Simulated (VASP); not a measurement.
Here is a VASP 6.6.1 calculation.

The input POSCAR:

```
CaS
1.0
    0.0000000000      2.8479357432      2.8479357432
    2.8479357432      0.0000000000      2.8479357432
    2.8479357432      2.8479357432      0.0000000000
Ca S
1 1
Direct
    0.0000000000      0.0000000000      0.0000000000
    0.5000000000      0.5000000000      0.5000000000
```

INCAR.step1

```
SYSTEM = CaS
ALGO = Normal
EDIFF = 1E-5
ENCUT = 550
GGA = PE
GGA_COMPAT = .False.
ISMEAR = 0
LASPH = .True.
LCHARG = .False.
LREAL = .False.
LWAVE = .True.
NBANDS = 15
NELM = 120
PREC = Accurate
SIGMA = 0.01
```

The input INCAR.step2:

```
SYSTEM = CaS
ALGO = Normal
EDIFF = 1E-6
ENCUT = 550
GGA_COMPAT = .False.
ISIF = 2
ISMEAR = 0
ISTART = 1
LASPH = .True.
LCHARG = .False.
LMIXTAU = .True.
LREAL = .False.
LWAVE = .False.
METAGGA = R2SCAN
NBANDS = 15
NELM = 120
PREC = Accurate
SIGMA = 0.01
```

File KPOINTS:

```
k-points
0
Gamma
  6 6 6
  0 0 0
```

Potentials or basis: VASP PAW PBE potentials, release 64 (Ca_sv, S).

Run with:

```console
$ cat potpaw_PBE.64/Ca_sv/POTCAR potpaw_PBE.64/S/POTCAR > POTCAR
$ cp INCAR.step1 INCAR
$ mpirun -np 1 vasp_std > vasp.out
$ cp INCAR.step2 INCAR
$ mpirun -np 1 vasp_std > vasp.out
```

**Question.** Estimate the pressure.

**Answer.** 0.3 GPa.

**Question.** What does it give for the band gap on the k mesh?

**Answer.** 2.80 eV (least direct gap 3.63 eV).

Caveat: the PAW data sets were made with another functional, which shifts forces and pressure a little. A k mesh can miss the band edges.
